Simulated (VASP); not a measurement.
Here is a VASP 6.6.1 calculation.

INCAR

```
SYSTEM = BeS
PREC = Accurate ; ENCUT = 520
EDIFF = 1E-7 ; ISMEAR = 0
SIGMA = 0.05 ; LREAL = .False.
LASPH = .True. ; NELM = 80
ALGO = Normal ; ISIF = 2
LWAVE = .False. ; LCHARG = .False.
GGA = PS ; NBANDS = 11
```

File KPOINTS:

```
Automatic mesh
0
Gamma
  10 10 10
  0 0 0
```

The input POSCAR:

```
BeS
1.0
    0.0000000000      2.4908686852      2.4122299876
    2.4122299876      0.0000000000      2.4122299876
    2.4122299876      2.4908686852      0.0000000000
Be S
1 1
Direct
    0.0000000000      0.0000000000      0.0000000000
    0.7500000000      0.7500000000      0.7500000000
```

Potentials or basis: VASP PAW PBE potentials, release 64 (Be, S).

Command:

```sh
$ cat potpaw_PBE.64/Be/POTCAR potpaw_PBE.64/S/POTCAR > POTCAR
$ mpirun -np 1 vasp_std > vasp.out
```

(1) Predict the band gap on the k mesh.

(2) What does it give for the pressure?

Answers

(1) 2.83 eV, indirect (least direct gap 5.51 eV).

(2) -2.1 GPa.

Caveat: the PAW data sets were made with another functional, which shifts forces and pressure a little.
